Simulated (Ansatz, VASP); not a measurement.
**MoIr4 in VASP and in Ansatz**

Contents of INCAR:

```
  PREC = Accurate
  ENCUT = 520
  EDIFF = 1E-6
  ISMEAR = 0
  SIGMA = 0.1
  LREAL = F
  LASPH = T
  NELM = 150
  ALGO = Normal
  ISIF = 2
  LWAVE = F
  LCHARG = F
  ISPIN = 2
  MAGMOM = 1 1 1 1 1
  LORBIT = 11
  LMAXMIX = 4
  GGA = PE
  NBANDS = 37
```

The input KPOINTS:

```
Automatic mesh
0
Gamma
  6 6 4
```

The input POSCAR:

```
MoIr4
1.0
    4.5017506315      0.0000000000      0.0000000000
   -2.2508753158      3.8986304084      0.0000000000
    0.0000000000      0.0000000000      5.1312925695
Mo Ir
1 4
Direct
    0.0000000000      0.0000000000      0.0000000000
    0.3333333333      0.6666666667      0.0000000000
    0.6666666667      0.3333333333      0.0000000000
    0.3333333333      0.6666666667      0.5000000000
    0.6666666667      0.3333333333      0.5000000000
```

Input for Ansatz:

```yaml
crystal:
  lattice:
    - [4.5017506315, 0.0, 0.0]
    - [-2.2508753158, 3.8986304084, 0.0]
    - [0.0, 0.0, 5.1312925695]
  atoms:
    - { symbol: Mo, position: [0.0, 0.0, 0.0], spin: 1.0 }
    - { symbol: Ir, position: [0.3333333333, 0.6666666667, 0.0], spin: 1.0 }
    - { symbol: Ir, position: [0.6666666667, 0.3333333333, 0.0], spin: 1.0 }
    - { symbol: Ir, position: [0.3333333333, 0.6666666667, 0.5], spin: 1.0 }
    - { symbol: Ir, position: [0.6666666667, 0.3333333333, 0.5], spin: 1.0 }
basis:
  ecutwfc: 420
kpoints:
  mp_grid: { grid: [6, 6, 4] }
hamiltonian:
  xc: pbe
scf:
  occupations: { method: gaussian, width: 0.1 }
  lower_state_search: "off"
output:
  forces: true
  stress: true
  eigenvalues: true
  populations: true
magnetization:
  spin_polarized: true
```

Alike in both runs: task single point; functional PBE; k mesh 6 × 6 × 4; occupations gaussian, width 0.1 eV; collinear spin.

|  | VASP | Ansatz |
| --- | --- | --- |
| version | VASP 6.6.1 | Ansatz 0.2.0 |
| potentials or method | VASP PAW PBE potentials, release 64 (Mo_sv, Ir), cutoff 520 eV | scalar-relativistic, plane waves, PAW |
| valence electrons in the cell | 50 | 82 |

```csv
,VASP,Ansatz,Ansatz less VASP
gap on the k mesh at the Fermi level (eV),none,none,-
pressure (GPa),0.2,0.0,-0.22
"traceless stress, the component that is largest in VASP (GPa)",-0.07,0.06,+0.136
net moment per atom (μB),0.00,0.00,-0.001
```

A gap of «none» marks a metal or a gap that the smearing closes. With one functional, cell and mesh, what is left measures potentials, basis and numerics. VASP's potentials hold 50 valence electrons a cell and Ansatz's 82, so a difference there can come from the potentials and not from the codes. Ansatz's warnings: seeded moment not kept.

Spin-orbit coupling is off throughout.
